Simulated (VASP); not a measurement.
# LiCl (Fm-3m) in VASP: further runs

LiCl is run at these levels: HSE06, PBE0; tasks: single point.

All numbers are computed with VASP 6.6.1; they aren't measurements. Logs are shortened: lines on timing, memory, paths and dates and some standing lists are left out, and cuts for length are marked.

## 1. The cell of the first run

The structure is cubic, space group Fm-3m (No. 225). The conventional cell has a = 5.112 Å, b = 5.112 Å, c = 5.112 Å, α = 90.00°, β = 90.00°, γ = 90.00°. Li (site symmetry m-3m) has 6 Cl at 2.56 Å within 3.4 Å. Within 3.4 Å of Cl (site symmetry m-3m) lie 6 Li at 2.56 Å.

## 2. Single point, HSE06

Contents of POSCAR:

```
LiCl
1.0
    0.0000000000      2.5560397678      2.5560397678
    2.5560397678      0.0000000000      2.5560397678
    2.5560397678      2.5560397678      0.0000000000
Li Cl
1 1
Direct
    0.0000000000      0.0000000000      0.0000000000
    0.5000000000      0.5000000000      0.5000000000
```

Contents of INCAR.step1:

```
SYSTEM = LiCl
ALGO = Normal ; EDIFF = 1E-5
ENCUT = 520 ; GGA = PE
ISIF = 2 ; ISMEAR = 0
LASPH = .TRUE. ; LCHARG = .FALSE.
LREAL = .FALSE. ; LWAVE = .TRUE.
NBANDS = 12 ; NELM = 100
PREC = Accurate ; SIGMA = 0.01
```

Contents of INCAR.step2:

```
SYSTEM = LiCl
ALGO = Normal ; EDIFF = 1E-6
ENCUT = 520 ; GGA = PE
HFSCREEN = 0.2079 ; ISIF = 2
ISMEAR = 0 ; ISTART = 1
LASPH = .TRUE. ; LCHARG = .FALSE.
LHFCALC = .TRUE. ; LREAL = .FALSE.
LWAVE = .FALSE. ; NBANDS = 12
NELM = 100 ; PREC = Accurate
PRECFOCK = Normal ; SIGMA = 0.01
```

Contents of KPOINTS:

```
k-points
0
G
  6 6 6
  0 0 0
```

Potentials or basis: VASP PAW PBE potentials, release 64 (Li_sv, Cl).

On the command line:

```
cat potpaw_PBE.64/Li_sv/POTCAR potpaw_PBE.64/Cl/POTCAR > POTCAR
cp INCAR.step1 INCAR
mpirun -np 1 vasp_std > vasp.out
cp INCAR.step2 INCAR
mpirun -np 1 vasp_std > vasp.out
```

OUTCAR:

```text
SYSTEM = LiCl
   EDIFF = 1E-6
   ENCUT = 520
   GGA = PE
   HFSCREEN = 0.2079
   ISIF = 2
   ISMEAR = 0
   ISTART = 1
   LASPH = .TRUE.
   LHFCALC = .TRUE.
   LREAL = .FALSE.
   NELM = 100
   PREC = Accurate
   PRECFOCK = Normal

 ion  position               nearest neighbor table
   1  0.000  0.000  0.000-   2 2.56   2 2.56   2 2.56   2 2.56   2 2.56   2 2.56
   2  0.500  0.500  0.500-   1 2.56   1 2.56   1 2.56   1 2.56   1 2.56   1 2.56

  LATTYP: Found a face centered cubic cell.
 ALAT       =     5.1120795356

  Lattice vectors:

 A1 = (   0.0000000000,   2.5560397678,   2.5560397678)
 A2 = (   2.5560397678,   0.0000000000,   2.5560397678)
 A3 = (   2.5560397678,   2.5560397678,   0.0000000000)

Analysis of symmetry for initial positions (statically):
=====================================================================
 Subroutine PRICEL returns:
 Original cell was already a primitive cell.

 Routine SETGRP: Setting up the symmetry group for a
 face centered cubic supercell.

 Subroutine GETGRP returns: Found 48 space group operations
 (whereof 48 operations were pure point group operations)
 out of a pool of 48 trial point group operations.

The static configuration has the point symmetry O_h .

Analysis of symmetry for dynamics (positions and initial velocities):
=====================================================================
 Subroutine PRICEL returns:
 Original cell was already a primitive cell.

 Routine SETGRP: Setting up the symmetry group for a
 face centered cubic supercell.

 Subroutine GETGRP returns: Found 48 space group operations
 (whereof 48 operations were pure point group operations)
 out of a pool of 48 trial point group operations.

The dynamic configuration has the point symmetry O_h .

 Subroutine INISYM returns: Found 48 space group operations
 (whereof 48 operations are pure point group operations),
 and found     1 'primitive' translations

----------------------------------------------------------------------------------------

                                     Primitive cell

  volume of cell :      33.3990

  direct lattice vectors                    reciprocal lattice vectors
     0.000000000  2.556039768  2.556039768    -0.195615110  0.195615110  0.195615110
     2.556039768  0.000000000  2.556039768     0.195615110 -0.195615110  0.195615110
     2.556039768  2.556039768  0.000000000     0.195615110  0.195615110 -0.195615110

  length of vectors
     3.614786106  3.614786106  3.614786106     0.338815309  0.338815309  0.338815309

  position of ions in fractional coordinates (direct lattice)
[... 90 lines left out ...]
     AMIX_MAG =   1.60;   BMIX_MAG =  1.00
  volume/ion in A,a.u.               =      16.70       112.69
  Fermi-wavevector in a.u.,A,eV,Ry     =   1.095210  2.069646 16.319970  1.199484
  Thomas-Fermi vector in A             =   2.231529
   LORBIT       =      0    0 simple, 1 ext, 2 COOP (PROOUT), +10 PAW based schemes
   GGA     = PE    functional components
   LHFCALC =     T    Hartree Fock is set to
   PRECFOCK=normal    Normal, Fast or Accurate (Low or Medium for compatibility)
   ENCUT4O =  -1.0   cutoff for four orbital integrals eV
   NKREDX  =     1    reduce k-point grid by
   NKREDY  =     1    reduce k-point grid by
   NKREDZ  =     1    reduce k-point grid by
   AEXX    =    0.2500 exact exchange contribution
   HFSCREEN=    0.2079 screening length (either q_TF or 0.3 A-1)
   HFSCREENC=   0.2079 screening length for correlation (either q_TF or 0.3 A-1)
   ENCUTFOCK=  -1.0 apply spherical cutoff to Coloumb kernel
   IVDW    =     0    specifies the selected vdW correction
   LEPSILON=     F    determine dielectric tensor
   LRPA    =     F    only Hartree local field effects (RPA)
 non-spin polarized calculation
 Gauss-broadening in eV      SIGMA  =   0.01
  energy-cutoff  :      520.00
  volume of cell :       33.40
 maximum number of plane-waves:       934
  NGX = 24; NGY = 24; NGZ = 24

 number of electron      10.0000003 magnetization

 Free energy of the ion-electron system (eV)
  ---------------------------------------------------
  ext. energy  EPLUGINS =         0.00000000
  ---------------------------------------------------
  free energy    TOTEN  =        -8.45942712 eV

  energy without entropy =       -8.45942712  energy(sigma->0) =       -8.45942712

 E-fermi :  -0.1769     XC(G=0):  -7.2961

 val. band max:       -0.3043730383   @ k =   0.0000   0.0000   0.0000
 cond. band min:       7.4893973002   @ k =   0.0000   0.0000   0.0000
 fundamental gap:      7.7937703385
 Fermi energy:        -0.1768858270

 k-point     1 :       0.0000    0.0000    0.0000
  band No.  band energies     occupation
      1     -46.5606      2.00000
      2     -15.0065      2.00000
      3      -0.3044      2.00000
      4      -0.3044      2.00000
      5      -0.3044      2.00000
      6       7.4894      0.00000
      7      13.1694      0.00000
      8      13.1694      0.00000
      9      13.1694      0.00000
     10      15.9830      0.00000
     11      15.9831      0.00000
     12      15.9880      0.00000
[... 211 lines left out ...]
 k-point    16 :      -0.3333    0.5000    0.1667
  band No.  band energies     occupation
      1     -46.5561      2.00000
      2     -14.1015      2.00000
      3      -3.0628      2.00000
      4      -2.1067      2.00000
      5      -1.4769      2.00000
      6       9.9302      0.00000
      7      10.5242      0.00000
      8      12.6923      0.00000
      9      12.7943      0.00000
     10      16.4482      0.00000
     11      18.7885      0.00000
     12      20.3657      0.00000

------------------------ aborting loop because EDIFF is reached ----------------------------------------

  FORCE on cell =-STRESS in cart. coord.  units (eV):
  Direction    XX          YY          ZZ          XY          YZ          ZX
  --------------------------------------------------------------------------------------
  -------------------------------------------------------------------------------------
  Total       -0.0048280     -0.0048280     -0.0048280      0.0000000      0.0000000      0.0000000
  in kB       -0.2316034     -0.2316034     -0.2316034      0.0000000      0.0000000      0.0000000
  external PRESSURE =      -0.2316034 kB  Pullay stress =       0.0000000 kB

 VOLUME and BASIS-vectors are now :
 -----------------------------------------------------------------------------
  energy-cutoff  :      520.00
  volume of cell :       33.40
      direct lattice vectors                 reciprocal lattice vectors
     0.000000000  2.556039768  2.556039768    -0.195615110  0.195615110  0.195615110
     2.556039768  0.000000000  2.556039768     0.195615110 -0.195615110  0.195615110
     2.556039768  2.556039768  0.000000000     0.195615110  0.195615110 -0.195615110

 POSITION                                       TOTAL-FORCE (eV/Angst)
 -----------------------------------------------------------------------------------
      0.00000      0.00000      0.00000         0.000000      0.000000      0.000000
      2.55604      2.55604      2.55604        -0.000000     -0.000000     -0.000000
 -----------------------------------------------------------------------------------
    total drift:                               -0.000000     -0.000000     -0.000000

  FREE ENERGIE OF THE ION-ELECTRON SYSTEM (eV)
  ---------------------------------------------------
  free  energy   TOTEN  =        -8.4594271204 eV

  energy  without entropy=       -8.4594271204  energy(sigma->0) =       -8.45942712
```

Wall time 13 min (1 thread of Intel Xeon Platinum 8488C (Sapphire Rapids), shared host); peak memory 0.27 GiB.

Results:

```yaml
Free_energy: -8.4594 eV
Band_gap_on_the_k_mesh: 7.79 eV
```

Caveat: the cutoff is under 1.25 times the usual one of these potentials, so pressure, stress and relaxed cells hold a basis-set (Pulay) error; the PAW data sets were made with another functional, which shifts forces and pressure a little. A k mesh can miss the band edges.

## 3. Single point, PBE0

POSCAR is that of step 2.

Contents of INCAR.step1:

```
SYSTEM = LiCl
ALGO     = Normal         ! electronic algorithm
EDIFF    = 1E-5           ! SCF threshold, eV
ENCUT    = 520            ! plane-wave cutoff, eV
GGA      = PE             ! functional
ISIF     = 2              ! what is computed and relaxed
ISMEAR   = 0              ! smearing method
LASPH    = .True.         ! aspherical terms in the spheres
LCHARG   = .False.        ! write CHGCAR
LREAL    = .False.        ! projectors in reciprocal space
LWAVE    = .True.         ! write WAVECAR
NBANDS   = 12             ! bands
NELM     = 100            ! most SCF steps
PREC     = Accurate       ! precision mode
SIGMA    = 0.01           ! smearing width, eV
```

Contents of INCAR.step2:

```
SYSTEM = LiCl
AEXX     = 0.25           ! exact-exchange fraction
ALGO     = Normal         ! electronic algorithm
EDIFF    = 1E-7           ! SCF threshold, eV
ENCUT    = 520            ! plane-wave cutoff, eV
GGA      = PE             ! functional
ISIF     = 2              ! what is computed and relaxed
ISMEAR   = 0              ! smearing method
ISTART   = 1            
LASPH    = .True.         ! aspherical terms in the spheres
LCHARG   = .False.        ! write CHGCAR
LHFCALC  = .True.         ! exact exchange
LREAL    = .False.        ! projectors in reciprocal space
LWAVE    = .False.        ! write WAVECAR
NBANDS   = 12             ! bands
NELM     = 100            ! most SCF steps
PREC     = Accurate       ! precision mode
PRECFOCK = Normal       
SIGMA    = 0.01           ! smearing width, eV
```

Contents of KPOINTS:

```
k-points
0
Gamma
  6 6 6
  0 0 0
```

Potentials or basis: VASP PAW PBE potentials, release 64 (Li_sv, Cl).

On the command line:

```
cat potpaw_PBE.64/Li_sv/POTCAR potpaw_PBE.64/Cl/POTCAR > POTCAR
cp INCAR.step1 INCAR
mpirun -np 1 vasp_std > vasp.out
cp INCAR.step2 INCAR
mpirun -np 1 vasp_std > vasp.out
```

OUTCAR:

```text
SYSTEM = LiCl
   AEXX = 0.25
   EDIFF = 1E-7
   ENCUT = 520
   GGA = PE
   ISIF = 2
   ISMEAR = 0
   ISTART = 1
   LASPH = .True.
   LHFCALC = .True.
   LREAL = .False.
   NELM = 100
   PREC = Accurate
   PRECFOCK = Normal

 ion  position               nearest neighbor table
   1  0.000  0.000  0.000-   2 2.56   2 2.56   2 2.56   2 2.56   2 2.56   2 2.56
   2  0.500  0.500  0.500-   1 2.56   1 2.56   1 2.56   1 2.56   1 2.56   1 2.56

  LATTYP: Found a face centered cubic cell.
 ALAT       =     5.1120795356

  Lattice vectors:

 A1 = (   0.0000000000,   2.5560397678,   2.5560397678)
[... 424 lines left out ...]

  FORCE on cell =-STRESS in cart. coord.  units (eV):
  Direction    XX          YY          ZZ          XY          YZ          ZX
  --------------------------------------------------------------------------------------
  -------------------------------------------------------------------------------------
  Total       -0.0313937     -0.0313937     -0.0313937      0.0000000      0.0000000     -0.0000000
  in kB       -1.5059850     -1.5059850     -1.5059850      0.0000000      0.0000000     -0.0000000
  external PRESSURE =      -1.5059850 kB  Pullay stress =       0.0000000 kB

 VOLUME and BASIS-vectors are now :
 -----------------------------------------------------------------------------
  energy-cutoff  :      520.00
  volume of cell :       33.40
      direct lattice vectors                 reciprocal lattice vectors
     0.000000000  2.556039768  2.556039768    -0.195615110  0.195615110  0.195615110
     2.556039768  0.000000000  2.556039768     0.195615110 -0.195615110  0.195615110
     2.556039768  2.556039768  0.000000000     0.195615110  0.195615110 -0.195615110

 POSITION                                       TOTAL-FORCE (eV/Angst)
 -----------------------------------------------------------------------------------
      0.00000      0.00000      0.00000        -0.000000     -0.000000     -0.000000
      2.55604      2.55604      2.55604         0.000000      0.000000      0.000000
 -----------------------------------------------------------------------------------
    total drift:                               -0.000000      0.000000      0.000000

  FREE ENERGIE OF THE ION-ELECTRON SYSTEM (eV)
  ---------------------------------------------------
  free  energy   TOTEN  =        -8.9861954098 eV

  energy  without entropy=       -8.9861954098  energy(sigma->0) =       -8.98619541
```

OUTCAR.step1:

```text
SYSTEM = LiCl
   EDIFF = 1E-5
   ENCUT = 520
   GGA = PE
   ISIF = 2
   ISMEAR = 0
[... 451 lines left out ...]
      0.00000      0.00000      0.00000        -0.000000     -0.000000     -0.000000
      2.55604      2.55604      2.55604         0.000000      0.000000      0.000000
 -----------------------------------------------------------------------------------
    total drift:                                0.000000      0.000000      0.000000

  FREE ENERGIE OF THE ION-ELECTRON SYSTEM (eV)
  ---------------------------------------------------
  free  energy   TOTEN  =        -7.3844813048 eV

  energy  without entropy=       -7.3844813048  energy(sigma->0) =       -7.38448130
```

Wall time 16 min (1 thread of Intel Xeon Platinum 8488C (Sapphire Rapids), shared host); peak memory 0.17 GiB.

What came out:

- Free energy: -8.9862 eV
- Band gap on the k mesh: 8.52 eV

Levels at points of the mesh, in eV from the valence-band top:
```csv
k point,band 3,band 4,band 5,band 6,band 7,band 8
"(0.00, 0.00, 0.00)",0.00,0.00,0.00,8.52,14.24,14.24
"(0.50, 0.00, 0.00)",-3.13,-0.29,-0.29,8.87,11.77,11.77
"(0.50, 0.50, 0.00)",-3.20,-1.22,-1.22,10.08,10.35,15.00
```

Caveat: the cutoff is under 1.25 times the usual one of these potentials, so pressure, stress and relaxed cells hold a basis-set (Pulay) error; the PAW data sets were made with another functional, which shifts forces and pressure a little. A k mesh can miss the band edges.
